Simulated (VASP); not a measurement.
# SiW8C8 in VASP: single point with PBEsol

Aim: the single point of SiW8C8 with PBEsol.

Program: VASP 6.6.1. These are calculated values, not measurements. Logs are shortened: lines on timing, memory, paths and dates and some standing lists are left out, and cuts for length are marked.

## (1) The cell of the first run

The cell holds a slab with vacuum, 17 atoms: a = 5.798 Å, b = 5.798 Å, c = 15.251 Å, α = 90.00°, β = 90.00°, γ = 120.00°.

## (2) Single point, PBEsol

The input, INCAR:

```
PREC     = Accurate       # precision mode
ENCUT    = 520            # plane-wave cutoff, eV
EDIFF    = 1E-7           # SCF threshold, eV
ISMEAR   = -1             # smearing method
SIGMA    = 0.1            # smearing width, eV
LREAL    = Auto         
LASPH    = T              # aspherical terms in the spheres
NELM     = 100            # most SCF steps
ALGO     = Normal         # electronic algorithm
ISIF     = 2              # what is computed and relaxed
LWAVE    = F              # write WAVECAR
LCHARG   = T              # write CHGCAR
GGA      = PS             # functional
LELF     = T              # ELF
LVHAR    = T            
NBANDS   = 88             # bands
```

The input, KPOINTS:

```
regular mesh
0
Gamma
  2 2 1
```

The input, POSCAR:

```
SiW8C8
1.0
    5.7982000000      0.0000000000      0.0000000000
   -2.8991000000      5.0213880000      0.0000000000
    0.0000000000      0.0000000000     15.2510000000
W C Si
8 8 1
Direct
    0.0000000000      0.0000000000      0.0655695000
   -0.0028241462     -0.0014488830      0.2542770192
    0.0000000000      0.5000000000      0.0655695000
   -0.0000341985      0.4999275616      0.2427553472
    0.5000000000      0.0000000000      0.0655695000
    0.5013756773     -0.0014517654      0.2542781805
    0.5000000000      0.5000000000      0.0655695000
    0.5013893138      0.5027818504      0.2542809872
    0.3333937438      0.1667860929      0.1526787739
    0.3332375988      0.1664740500      0.3261390027
    0.3371079396      0.6686033848      0.1508148705
    0.3124632980      0.6561068061      0.3323929469
    0.8314656445      0.1629311949      0.1508195639
    0.8436255948      0.1872452082      0.3323955665
    0.8314957217      0.6686028842      0.1508156728
    0.8436444870      0.6561103839      0.3323915694
   -0.0000516207      0.4998416253      0.4032851478
```

Potentials or basis: VASP PAW PBE potentials, release 64 (W_sv, C, Si).

Started as:

```console
> cat potpaw_PBE.64/W_sv/POTCAR potpaw_PBE.64/C/POTCAR potpaw_PBE.64/Si/POTCAR > POTCAR
> mpirun -np 1 vasp_std > vasp.out
```

OUTCAR:

```text
PREC = Accurate
   ENCUT = 520
   EDIFF = 1E-7
   ISMEAR = -1
   LREAL = Auto
   LASPH = T
   NELM = 100
   ISIF = 2
   GGA = PS

 ion  position               nearest neighbor table
   1  0.000  0.000  0.066-  15 2.11  13 2.11   9 2.14   2 2.88   7 2.90   3 2.90   3 2.90   7 2.90
                             5 2.90   5 2.90
   2  0.997  0.999  0.254-  10 2.01  14 2.09  16 2.09  15 2.29  13 2.29   9 2.29   8 2.87   6 2.87
                             1 2.88   4 2.90   4 2.90   6 2.92   8 2.92
   3  0.000  0.500  0.066-  13 2.13  11 2.13  15 2.13   4 2.70   5 2.90   1 2.90   1 2.90   5 2.90
                             7 2.90   7 2.90
   4  1.000  0.500  0.243-  12 2.08  16 2.08  14 2.08  13 2.20  11 2.20  15 2.20  17 2.45   3 2.70
                             2 2.90   6 2.90   8 2.90   8 2.90   6 2.90   2 2.90
   5  0.500  0.000  0.066-  11 2.11  13 2.11   9 2.14   6 2.88   7 2.90   3 2.90   7 2.90   3 2.90
                             1 2.90   1 2.90
   6  0.501  0.999  0.254-  10 2.01  14 2.09  12 2.09  11 2.29  13 2.29   9 2.29   8 2.87   2 2.87
                             5 2.88   4 2.90   4 2.90   2 2.92   8 2.92
   7  0.500  0.500  0.066-  11 2.11  15 2.11   9 2.14   8 2.88   1 2.90   5 2.90   5 2.90   1 2.90
                             3 2.90   3 2.90
   8  0.501  0.503  0.254-  10 2.01  12 2.09  16 2.09  11 2.29  15 2.29   9 2.29   6 2.87   2 2.87
                             7 2.88   4 2.90   4 2.90   2 2.92   6 2.92
   9  0.333  0.167  0.153-   7 2.14   5 2.14   1 2.14   8 2.29   2 2.29   6 2.29
  10  0.333  0.166  0.326-   6 2.01   2 2.01   8 2.01
  11  0.337  0.669  0.151-   5 2.11   7 2.11   3 2.13   4 2.20   6 2.29   8 2.29
  12  0.312  0.656  0.332-  17 1.91   4 2.08   8 2.09   6 2.09
  13  0.831  0.163  0.151-   1 2.11   5 2.11   3 2.13   4 2.20   2 2.29   6 2.29
  14  0.844  0.187  0.332-  17 1.91   4 2.08   2 2.09   6 2.09
  15  0.831  0.669  0.151-   1 2.11   7 2.11   3 2.13   4 2.20   2 2.29   8 2.29
  16  0.844  0.656  0.332-  17 1.91   4 2.08   8 2.09   2 2.09
  17  1.000  0.500  0.403-  12 1.91  16 1.91  14 1.91   4 2.45

  LATTYP: Found a hexagonal cell.
 ALAT       =     5.7982000000
 C/A-ratio  =     2.6302990583

  Lattice vectors:

 A1 = (   5.7982000000,   0.0000000000,   0.0000000000)
 A2 = (  -2.8991000000,   5.0213880000,   0.0000000000)
 A3 = (   0.0000000000,   0.0000000000,  15.2510000000)

Analysis of symmetry for initial positions (statically):
=====================================================================
 Subroutine PRICEL returns:
 Original cell was already a primitive cell.

 Routine SETGRP: Setting up the symmetry group for a
 hexagonal supercell.

 Subroutine GETGRP returns: Found  1 space group operations
 (whereof  1 operations were pure point group operations)
 out of a pool of 24 trial point group operations.

The static configuration has the point symmetry C_1 .

Analysis of symmetry for dynamics (positions and initial velocities):
=====================================================================
 Subroutine PRICEL returns:
 Original cell was already a primitive cell.

 Routine SETGRP: Setting up the symmetry group for a
 hexagonal supercell.

 Subroutine GETGRP returns: Found  1 space group operations
 (whereof  1 operations were pure point group operations)
 out of a pool of 24 trial point group operations.

The dynamic configuration has the point symmetry C_1 .

 Subroutine INISYM returns: Found  1 space group operations
 (whereof  1 operations are pure point group operations),
 and found     1 'primitive' translations

----------------------------------------------------------------------------------------

                                     Primitive cell

  volume of cell :     444.0330

  direct lattice vectors                    reciprocal lattice vectors
     5.798200000  0.000000000  0.000000000     0.172467317  0.099574062  0.000000000
    -2.899100000  5.021388000  0.000000000     0.000000000  0.199148124  0.000000000
     0.000000000  0.000000000 15.251000000     0.000000000  0.000000000  0.065569471

  length of vectors
     5.798200000  5.798199570 15.251000000     0.199148109  0.199148124  0.065569471

  position of ions in fractional coordinates (direct lattice)
     0.000000000  0.000000000  0.065569500
     0.997175854  0.998551117  0.254277019
     1.000000000  0.500000000  0.065569500
     0.999965801  0.499927562  0.242755347
     0.500000000  0.000000000  0.065569500
     0.501375677  0.998548235  0.254278181
[... 9 lines left out ...]
     0.843644487  0.656110384  0.332391569
     0.999948379  0.499841625  0.403285148

  ion indices of the primitive-cell ions
   primitive index   ion index
                 1           1
                 2           2
                 3           3
                 4           4
                 5           5
                 6           6
[... 9 lines left out ...]
                16          16
                17          17

----------------------------------------------------------------------------------------

 KPOINTS: regular mesh

Automatic generation of k-mesh.
 Grid dimensions read from file:
 generate k-points for:    2    2    1

 Generating k-lattice:

  Cartesian coordinates                     Fractional coordinates (reciprocal lattice)
     0.086233659  0.049787031  0.000000000     0.500000000 -0.000000000  0.000000000
     0.000000000  0.099574062  0.000000000     0.000000000  0.500000000  0.000000000
     0.000000000  0.000000000  0.065569471     0.000000000  0.000000000  1.000000000

  Length of vectors
     0.099574055  0.099574062  0.065569471

  Shift w.r.t. Gamma in fractional coordinates (k-lattice)
     0.000000000  0.000000000  0.000000000

 Subroutine IBZKPT returns following result:
 ===========================================

 Found      4 irreducible k-points:

 Following reciprocal coordinates:
            Coordinates               Weight
  0.000000  0.000000  0.000000      1.000000
  0.500000  0.000000  0.000000      1.000000
  0.000000  0.500000  0.000000      1.000000
  0.500000  0.500000  0.000000      1.000000
   k-points           NKPTS =      4   k-points in BZ     NKDIM =      4   number of bands    NBANDS=     88
   number of dos      NEDOS =    301   number of ions     NIONS =     17
   total plane-waves  NPLWV = 276480
   dimension x,y,z NGX =    48 NGY =   48 NGZ =  120
   dimension x,y,z NGXF=    96 NGYF=   96 NGZF=  240
   ions per type =               8   8   1
   NGX,Y,Z   is equivalent  to a cutoff of  13.76, 13.76, 13.08 a.u.
   NGXF,Y,Z  is equivalent  to a cutoff of  27.53, 27.53, 26.16 a.u.
 SYSTEM =  unknown system
   PREC   = accura    normal or accurate (medium, high low for compatibility)
   ISTART =      0    job   : 0-new  1-cont  2-samecut
   ICHARG =      2    charge: 1-file 2-atom 10-const
   ISPIN  =      1    spin polarized calculation?
   LNONCOLLINEAR =      F non collinear calculations
   LSORBIT =      F    spin-orbit coupling
   LASPH  =      T    aspherical Exc in radial PAW
   ENCUT  =  520.0 eV  38.22 Ry    6.18 a.u.  10.78 10.78 28.36*2*pi/ulx,y,z
   NELM   =    100;   NELMIN=  2; NELMDL= -5     # of ELM steps
   EDIFF  = 0.1E-06   stopping-criterion for ELM
   LREAL  =      T    real-space projection
   EDIFFG = 0.1E-05   stopping-criterion for IOM
   NSW    =      0    number of steps for IOM
   IBRION =     -1    ionic relax: 0-MD 1-quasi-New 2-CG
   NFREE  =      0    steps in history (QN), initial steepest desc. (CG)
   ISIF   =      2    stress and relaxation
   ISYM   =      2    0-nonsym 1-usesym 2-fastsym
   POTIM  = 0.5000    time-step for ionic-motion
   TEBEG  =    0.0;   TEEND  =   0.0 temperature during run
   PSTRESS=    0.0 pullay stress
   NELECT =     148.0000    total number of electrons
   NUPDOWN=      -1.0000    fix difference up-down
   EMIN   =  10.00;   EMAX   =-10.00  energy-range for DOS
   EFERMI =   0.00;   METHOD = LEGACY
   ISMEAR =    -1;   SIGMA  =   0.10  broadening in eV -4-tet -1-fermi 0-gaus
   EFERMI_NEDOS =   21; number of points for ismear=-14 and -15
   IALGO  =     38    algorithm
   IMIX   =      4    mixing-type and parameters
     AMIX     =   0.40;   BMIX     =  1.00
     AMIX_MAG =   1.60;   BMIX_MAG =  1.00
  volume/ion in A,a.u.               =      26.12       176.26
  Fermi-wavevector in a.u.,A,eV,Ry     =   1.135073  2.144976 17.529607  1.288390
  Thomas-Fermi vector in A             =   2.271777
   LORBIT       =      0    0 simple, 1 ext, 2 COOP (PROOUT), +10 PAW based schemes
   GGA     = PS    functional components
   LHFCALC =     F    Hartree Fock is set to
   AEXX    =    0.0000 exact exchange contribution
   IVDW    =     0    specifies the selected vdW correction
   LEPSILON=     F    determine dielectric tensor
   LRPA    =     F    only Hartree local field effects (RPA)
 non-spin polarized calculation
  energy-cutoff  :      520.00
  volume of cell :      444.03
 maximum number of plane-waves:     11985
 NGX is ok and might be reduce to    48
   NGX = 21   NGY = 21   NGZ = 57

 number of electron     147.9999996 magnetization

 Free energy of the ion-electron system (eV)
  ---------------------------------------------------
  ext. energy  EPLUGINS =         0.00000000
  ---------------------------------------------------
  free energy    TOTEN  =      -181.73121422 eV

  energy without entropy =     -181.56948677  energy(sigma->0) =     -181.65035050

 E-fermi :   1.4165     XC(G=0):  -6.8881

 val. band max:        1.1924274304   @ k =   0.0000   0.0000   0.0000
 cond. band min:       1.5910060288   @ k =   0.0000   0.0000   0.0000
 fundamental gap:      0.3985785984
 Fermi energy:         1.4165440725

 k-point     1 :       0.0000    0.0000    0.0000
  band No.  band energies     occupation
      1     -72.6014      2.00000
      2     -72.5482      2.00000
      3     -72.5482      2.00000
      4     -72.5220      2.00000
      5     -72.3036      2.00000
      6     -72.2549      2.00000
[... 78 lines left out ...]
     85       4.7639      0.00000
     86       4.7640      0.00000

 k-point     2 :       0.5000    0.0000    0.0000
  band No.  band energies     occupation
      1     -72.5776      2.00000
      2     -72.5687      2.00000
      3     -72.5482      2.00000
      4     -72.5255      2.00000
      5     -72.2862      2.00000
      6     -72.2707      2.00000
[... 78 lines left out ...]
     85       3.3904      0.00000
     86       4.2810      0.00000

 k-point     3 :       0.0000    0.5000    0.0000
  band No.  band energies     occupation
      1     -72.5776      2.00000
      2     -72.5687      2.00000
      3     -72.5482      2.00000
      4     -72.5255      2.00000
      5     -72.2860      2.00000
      6     -72.2712      2.00000
[... 78 lines left out ...]
     85       3.3900      0.00000
     86       4.2809      0.00000

 k-point     4 :       0.5000    0.5000    0.0000
  band No.  band energies     occupation
      1     -72.5776      2.00000
      2     -72.5687      2.00000
      3     -72.5482      2.00000
      4     -72.5255      2.00000
      5     -72.2862      2.00000
      6     -72.2708      2.00000
[... 78 lines left out ...]
     85       3.3905      0.00000
     86       4.2810      0.00000
 [bands above 86 left out]

------------------------ aborting loop because EDIFF is reached ----------------------------------------

  FORCE on cell =-STRESS in cart. coord.  units (eV):
  Direction    XX          YY          ZZ          XY          YZ          ZX
  --------------------------------------------------------------------------------------
  -------------------------------------------------------------------------------------
  Total       -7.4564670     -7.4827397      0.8449604      0.0007769      0.0337303     -0.0021664
  in kB      -26.9047147    -26.9995129      3.0488191      0.0028032      0.1217070     -0.0078168
  external PRESSURE =     -16.9518028 kB  Pullay stress =       0.0000000 kB

 VOLUME and BASIS-vectors are now :
 -----------------------------------------------------------------------------
  energy-cutoff  :      520.00
  volume of cell :      444.03
      direct lattice vectors                 reciprocal lattice vectors
     5.798200000  0.000000000  0.000000000     0.172467317  0.099574062  0.000000000
    -2.899100000  5.021388000  0.000000000     0.000000000  0.199148124  0.000000000
     0.000000000  0.000000000 15.251000000     0.000000000  0.000000000  0.065569471

 POSITION                                       TOTAL-FORCE (eV/Angst)
 -----------------------------------------------------------------------------------
      0.00000      0.00000      1.00000         0.184876      0.108419      0.309833
      2.88693      5.01411      3.87798        -0.018837     -0.013523      0.000182
     -1.44955      2.51069      1.00000        -0.000002      0.001792     -1.210011
      4.34866      2.51033      3.70226        -0.000595     -0.001784      0.002853
      2.89910      0.00000      1.00000        -0.184787      0.108449      0.309984
      0.01219      5.01410      3.87800         0.018904     -0.012803     -0.000102
[... 9 lines left out ...]
      2.98949      3.29458      5.06930        -0.061945      0.039126      0.072726
      4.34881      2.50990      6.15050        -0.001881     -0.001852     -0.015162
 -----------------------------------------------------------------------------------
    total drift:                               -0.000349     -0.006094     -0.003029

  FREE ENERGIE OF THE ION-ELECTRON SYSTEM (eV)
  ---------------------------------------------------
  free  energy   TOTEN  =      -181.7312142211 eV

  energy  without entropy=     -181.5694867743  energy(sigma->0) =     -181.65035050
```

It took 8.9 min on 1 thread of Intel Xeon Platinum 8259CL at 2.50GHz (Skylake/Cascade Lake), shared host; peak memory 0.62 GiB.

Results:

* Free energy: -181.7312 eV
* Largest force: 1.210 eV/Å
* Band gap on the k mesh: zero (bands 74 and 75 overlap by 0.42 eV)

Forces in eV/Å, atoms in the order of the input:
```
W    0.185  0.108  0.310
W   -0.019 -0.014  0.000
W    0.000  0.002 -1.210
W   -0.001 -0.002  0.003
W   -0.185  0.108  0.310
W    0.019 -0.013  0.000
W    0.000 -0.210  0.309
W    0.001  0.015  0.000
C    0.000 -0.009 -0.002
C    0.000  0.005  0.052
C    0.010  0.002  0.010
C    0.064  0.040  0.072
C    0.000 -0.012  0.006
C    0.000 -0.061  0.073
C   -0.010  0.002  0.009
C   -0.062  0.039  0.073
Si  -0.002 -0.002 -0.015
```

Caveat: the k points lie up to 0.63 Å⁻¹ apart; the PAW data sets were made with another functional, which shifts forces and pressure a little; spin-orbit coupling is left out, which moves the levels of the heavy elements.
